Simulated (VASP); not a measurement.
# Ti (P6/mmm) in VASP: further runs

The runs below take Ti through single point, with PBE.

Program: VASP 6.6.1. These are calculated values, not measurements. Logs are shortened: lines on timing, memory, paths and dates and some standing lists are left out, and cuts for length are marked.

## 1. The cell of the first run

The structure is hexagonal, space group P6/mmm (No. 191). The conventional cell has a = 4.442 Å, b = 4.442 Å, c = 2.872 Å, α = 90.00°, β = 90.00°, γ = 120.00°. Ti (site symmetry 6/mmm) has 14 Ti at 2.87 to 2.94 Å within 3.8 Å. Ti (site symmetry -6m2) has 11 Ti at 2.56 to 2.94 Å within 3.4 Å.

This isn't the form of Ti at room conditions, which is hcp.

## 2. Single point, PBE (biaxial strain in the a-b plane: -3.0 %, then relaxed in part)

The input, INCAR:

```
SYSTEM = Ti
PREC = Accurate
ENCUT = 520
EDIFF = 1E-6
ISMEAR = 0
SIGMA = 0.1
LREAL = .False.
LASPH = .True.
NELM = 80
ALGO = Fast
ISIF = 2
LWAVE = .False.
LCHARG = .False.
GGA = PE
NBANDS = 25
```

The input, KPOINTS:

```
Automatic mesh
0
Gamma
  12 12 18
  0 0 0
```

The input, POSCAR:

```
Ti
1.0
    4.4421502130      0.0000000000      0.0000000000
   -2.2210751065      3.8470149319      0.0000000000
    0.0000000000      0.0000000000      2.8718636104
Ti
3
Direct
    0.0000000000      0.0000000000      0.0000000000
    0.3333333333      0.6666666667      0.5000000000
    0.6666666667      0.3333333333      0.5000000000
```

Potentials or basis: VASP PAW PBE potentials, release 64 (Ti_sv).

On the command line:

```sh
$ cat potpaw_PBE.64/Ti_sv/POTCAR > POTCAR
$ mpirun -np 1 vasp_std > vasp.out
```

OUTCAR:

```text
SYSTEM = Ti
   PREC = Accurate
   ENCUT = 520
   EDIFF = 1E-6
   ISMEAR = 0
   LREAL = .False.
   LASPH = .True.
   NELM = 80
   ISIF = 2
   GGA = PE

 ion  position               nearest neighbor table
   1  0.000  0.000  0.000-
   2  0.333  0.667  0.500-   3 2.56   3 2.56   3 2.56
   3  0.667  0.333  0.500-   2 2.56   2 2.56   2 2.56

  LATTYP: Found a hexagonal cell.
 ALAT       =     4.4421502130
 C/A-ratio  =     0.6465030385

  Lattice vectors:

 A1 = (   4.4421502130,   0.0000000000,   0.0000000000)
 A2 = (  -2.2210751065,   3.8470149319,   0.0000000000)
 A3 = (   0.0000000000,   0.0000000000,   2.8718636104)

Analysis of symmetry for initial positions (statically):
=====================================================================
 Subroutine PRICEL returns:
 Original cell was already a primitive cell.

 Routine SETGRP: Setting up the symmetry group for a
 hexagonal supercell.

 Subroutine GETGRP returns: Found 24 space group operations
 (whereof 24 operations were pure point group operations)
 out of a pool of 24 trial point group operations.

The static configuration has the point symmetry D_6h.

Analysis of symmetry for dynamics (positions and initial velocities):
=====================================================================
 Subroutine PRICEL returns:
 Original cell was already a primitive cell.

 Routine SETGRP: Setting up the symmetry group for a
 hexagonal supercell.

 Subroutine GETGRP returns: Found 24 space group operations
 (whereof 24 operations were pure point group operations)
 out of a pool of 24 trial point group operations.

The dynamic configuration has the point symmetry D_6h.

 Subroutine INISYM returns: Found 24 space group operations
 (whereof 24 operations are pure point group operations),
 and found     1 'primitive' translations

----------------------------------------------------------------------------------------

                                     Primitive cell

  volume of cell :      49.0773

  direct lattice vectors                    reciprocal lattice vectors
     4.442150213  0.000000000  0.000000000     0.225116205  0.129970902  0.000000000
    -2.221075106  3.847014932  0.000000000     0.000000000  0.259941804  0.000000000
     0.000000000  0.000000000  2.871863610     0.000000000  0.000000000  0.348205951

  length of vectors
     4.442150213  4.442150213  2.871863610     0.259941804  0.259941804  0.348205951

  position of ions in fractional coordinates (direct lattice)
     0.000000000  0.000000000  0.000000000
     0.333333333  0.666666667  0.500000000
     0.666666667  0.333333333  0.500000000

  ion indices of the primitive-cell ions
   primitive index   ion index
                 1           1
                 2           2
                 3           3

----------------------------------------------------------------------------------------

 KPOINTS: Automatic mesh

Automatic generation of k-mesh.
 Grid dimensions read from file:
 generate k-points for:   12   12   18

 Generating k-lattice:

  Cartesian coordinates                     Fractional coordinates (reciprocal lattice)
     0.018759684  0.010830908  0.000000000     0.083333333  0.000000000  0.000000000
     0.000000000  0.021661817  0.000000000     0.000000000  0.083333333  0.000000000
     0.000000000  0.000000000  0.019344775     0.000000000  0.000000000  0.055555556

  Length of vectors
     0.021661817  0.021661817  0.019344775

  Shift w.r.t. Gamma in fractional coordinates (k-lattice)
     0.000000000  0.000000000  0.000000000

 Subroutine IBZKPT returns following result:
 ===========================================

 Found    190 irreducible k-points:

 Following reciprocal coordinates:
            Coordinates               Weight
  0.000000  0.000000  0.000000      1.000000
  0.083333 -0.000000  0.000000      6.000000
  0.166667  0.000000  0.000000      6.000000
  0.250000 -0.000000  0.000000      6.000000
  0.333333  0.000000  0.000000      6.000000
  0.416667 -0.000000  0.000000      6.000000
[... 16 lines left out ...]
  0.250000 -0.000000  0.055556     12.000000
  0.333333  0.000000  0.055556     12.000000
 [... further k-points ...]
   k-points           NKPTS =    190   k-points in BZ     NKDIM =    190   number of bands    NBANDS=     25
   number of dos      NEDOS =    301   number of ions     NIONS =      3
   total plane-waves  NPLWV =  31104
   dimension x,y,z NGX =    36 NGY =   36 NGZ =   24
   dimension x,y,z NGXF=    72 NGYF=   72 NGZF=   48
   ions per type =               3
   NGX,Y,Z   is equivalent  to a cutoff of  13.47, 13.47, 13.89 a.u.
   NGXF,Y,Z  is equivalent  to a cutoff of  26.95, 26.95, 27.79 a.u.
 SYSTEM =  Ti
   PREC   = accura    normal or accurate (medium, high low for compatibility)
   ISTART =      0    job   : 0-new  1-cont  2-samecut
   ICHARG =      2    charge: 1-file 2-atom 10-const
   ISPIN  =      1    spin polarized calculation?
   LNONCOLLINEAR =      F non collinear calculations
   LSORBIT =      F    spin-orbit coupling
   LASPH  =      T    aspherical Exc in radial PAW
   ENCUT  =  520.0 eV  38.22 Ry    6.18 a.u.   8.26  8.26  5.34*2*pi/ulx,y,z
   NELM   =     80;   NELMIN=  2; NELMDL= -5     # of ELM steps
   EDIFF  = 0.1E-05   stopping-criterion for ELM
   LREAL  =      F    real-space projection
   EDIFFG = 0.1E-04   stopping-criterion for IOM
   NSW    =      0    number of steps for IOM
   IBRION =     -1    ionic relax: 0-MD 1-quasi-New 2-CG
   NFREE  =      0    steps in history (QN), initial steepest desc. (CG)
   ISIF   =      2    stress and relaxation
   ISYM   =      2    0-nonsym 1-usesym 2-fastsym
   POTIM  = 0.5000    time-step for ionic-motion
   TEBEG  =    0.0;   TEEND  =   0.0 temperature during run
   PSTRESS=    0.0 pullay stress
   NELECT =      36.0000    total number of electrons
   NUPDOWN=      -1.0000    fix difference up-down
   EMIN   =  10.00;   EMAX   =-10.00  energy-range for DOS
   EFERMI =   0.00;   METHOD = LEGACY
   ISMEAR =     0;   SIGMA  =   0.10  broadening in eV -4-tet -1-fermi 0-gaus
   EFERMI_NEDOS =   21; number of points for ismear=-14 and -15
   IALGO  =     68    algorithm
   IMIX   =      4    mixing-type and parameters
     AMIX     =   0.40;   BMIX     =  1.00
     AMIX_MAG =   1.60;   BMIX_MAG =  1.00
  volume/ion in A,a.u.               =      16.36       110.40
  Fermi-wavevector in a.u.,A,eV,Ry     =   1.476438  2.790064 29.658940  2.179871
  Thomas-Fermi vector in A             =   2.590965
   LORBIT       =      0    0 simple, 1 ext, 2 COOP (PROOUT), +10 PAW based schemes
   GGA     = PE    functional components
   LHFCALC =     F    Hartree Fock is set to
   AEXX    =    0.0000 exact exchange contribution
   IVDW    =     0    specifies the selected vdW correction
   LEPSILON=     F    determine dielectric tensor
   LRPA    =     F    only Hartree local field effects (RPA)
 non-spin polarized calculation
 RMM-DIIS sequential band-by-band and
 Gauss-broadening in eV      SIGMA  =   0.10
  energy-cutoff  :      520.00
  volume of cell :       49.08
 maximum number of plane-waves:      1349
 NGX is ok and might be reduce to    36
   NGX = 17   NGY = 17   NGZ = 11

 number of electron      36.0000008 magnetization

 Free energy of the ion-electron system (eV)
  ---------------------------------------------------
  ext. energy  EPLUGINS =         0.00000000
  ---------------------------------------------------
  free energy    TOTEN  =       -23.45545383 eV

  energy without entropy =      -23.44241834  energy(sigma->0) =      -23.44893608

 E-fermi :   8.9080     XC(G=0): -11.7787

 val. band max:        8.9055878788   @ k =   0.4167   0.0833   0.2222
 cond. band min:       8.9167492619   @ k =   0.4167  -0.0000   0.0556
 fundamental gap:      0.0111613831
 Fermi energy:         8.9080191278

 k-point     1 :       0.0000    0.0000    0.0000
  band No.  band energies     occupation
      1     -47.9544      2.00000
      2     -47.6702      2.00000
      3     -47.4478      2.00000
      4     -24.2855      2.00000
      5     -24.2855      2.00000
      6     -24.2114      2.00000
[... 17 lines left out ...]
     24      10.6032      0.00000
     25      10.6203      0.00000

 k-point     2 :       0.0833   -0.0000    0.0000
  band No.  band energies     occupation
      1     -47.9530      2.00000
      2     -47.6681      2.00000
      3     -47.4516      2.00000
      4     -24.3245      2.00000
      5     -24.3177      2.00000
      6     -24.1722      2.00000
[... 17 lines left out ...]
     24      10.3436      0.00000
     25      10.8889      0.00000

 k-point     3 :       0.1667    0.0000    0.0000
  band No.  band energies     occupation
      1     -47.9491      2.00000
      2     -47.6615      2.00000
      3     -47.4625      2.00000
      4     -24.3820      2.00000
      5     -24.3478      2.00000
      6     -24.1146      2.00000
[... 17 lines left out ...]
     24      10.5449      0.00000
     25      11.1706      0.00000

 k-point     4 :       0.2500   -0.0000    0.0000
  band No.  band energies     occupation
      1     -47.9439      2.00000
      2     -47.6504      2.00000
      3     -47.4794      2.00000
      4     -24.4335      2.00000
      5     -24.3504      2.00000
      6     -24.0630      2.00000
[... 17 lines left out ...]
     24      10.8274      0.00000
     25      11.4901      0.00000
[... 477 lines left out ...]
 k-point    22 :       0.1667    0.0000    0.0556
  band No.  band energies     occupation
      1     -47.9472      2.00000
      2     -47.6605      2.00000
      3     -47.4612      2.00000
      4     -24.3779      2.00000
      5     -24.3446      2.00000
      6     -24.1144      2.00000
[... 17 lines left out ...]
     24      10.5368      0.00000
     25      11.2462      0.00000

 k-point    23 :       0.2500   -0.0000    0.0556
  band No.  band energies     occupation
      1     -47.9422      2.00000
      2     -47.6493      2.00000
      3     -47.4781      2.00000
      4     -24.4289      2.00000
      5     -24.3477      2.00000
      6     -24.0637      2.00000
[... 17 lines left out ...]
     24      10.8085      0.00000
     25      11.5827      0.00000

 k-point    24 :       0.3333    0.0000    0.0556
  band No.  band energies     occupation
      1     -47.9374      2.00000
      2     -47.6342      2.00000
      3     -47.4986      2.00000
      4     -24.4684      2.00000
      5     -24.3230      2.00000
      6     -24.0246      2.00000
[... 17 lines left out ...]
     24      11.1396      0.00000
     25      11.4925      0.00000

 [... further k-points ...]

------------------------ aborting loop because EDIFF is reached ----------------------------------------

  FORCE on cell =-STRESS in cart. coord.  units (eV):
  Direction    XX          YY          ZZ          XY          YZ          ZX
  --------------------------------------------------------------------------------------
  -------------------------------------------------------------------------------------
  Total        2.4436464      2.4436464     -0.1059696      0.0000000      0.0000000     -0.0000000
  in kB       79.7752227     79.7752227     -3.4594803      0.0000000      0.0000000     -0.0000000
  external PRESSURE =      52.0303217 kB  Pullay stress =       0.0000000 kB

 VOLUME and BASIS-vectors are now :
 -----------------------------------------------------------------------------
  energy-cutoff  :      520.00
  volume of cell :       49.08
      direct lattice vectors                 reciprocal lattice vectors
     4.442150213  0.000000000  0.000000000     0.225116205  0.129970902  0.000000000
    -2.221075106  3.847014932  0.000000000     0.000000000  0.259941804  0.000000000
     0.000000000  0.000000000  2.871863610     0.000000000  0.000000000  0.348205951

 POSITION                                       TOTAL-FORCE (eV/Angst)
 -----------------------------------------------------------------------------------
      0.00000      0.00000      0.00000         0.000000      0.000000      0.000000
     -0.00000      2.56468      1.43593        -0.000000      0.000000     -0.000000
      2.22108      1.28234      1.43593         0.000000     -0.000000      0.000000
 -----------------------------------------------------------------------------------
    total drift:                                0.000000      0.000000     -0.000000

  FREE ENERGIE OF THE ION-ELECTRON SYSTEM (eV)
  ---------------------------------------------------
  free  energy   TOTEN  =       -23.4554538256 eV

  energy  without entropy=      -23.4424183351  energy(sigma->0) =      -23.44893608
```

Run time: 12 min. Hardware: 1 thread of AMD EPYC 7R13 (Zen 3), shared host; peak memory 0.28 GiB.

Results:

```yaml
Free_energy: -23.4555 eV
Pressure: 5.2 GPa
Band_gap_on_the_k_mesh: zero (bands 18 and 19 overlap by 0.47 eV)
```

Stress tensor (GPa, compression positive):
```
 7.98  0.00  0.00
 0.00  7.98  0.00
 0.00  0.00 -0.35
```

Levels at points of the mesh, in eV from the Fermi level:
| k point | band 16 | band 17 | band 18 | band 19 | band 20 | band 21 |
| --- | --- | --- | --- | --- | --- | --- |
| (0.00, 0.00, 0.00) | -0.68 | -0.58 | -0.58 | 0.20 | 0.93 | 1.36 |
| (0.50, 0.00, 0.00) | -0.49 | -0.35 | -0.32 | 0.11 | 0.69 | 0.75 |
| (0.00, 0.00, 0.50) | -1.98 | -1.76 | -1.76 | 1.23 | 1.23 | 1.25 |
| (0.50, 0.00, 0.50) | -1.28 | -0.90 | -0.76 | 0.36 | 0.74 | 0.93 |

Caveat: the cell differs from its parent crystal (biaxial strain in the a-b plane: -3.0 %, then relaxed in part); the stress differs along the axes, from -0 to 8 GPa.

(Part 1 of 2 ends here.)

The gap in the log of VASP goes by the Fermi energy; the results here count the filled bands.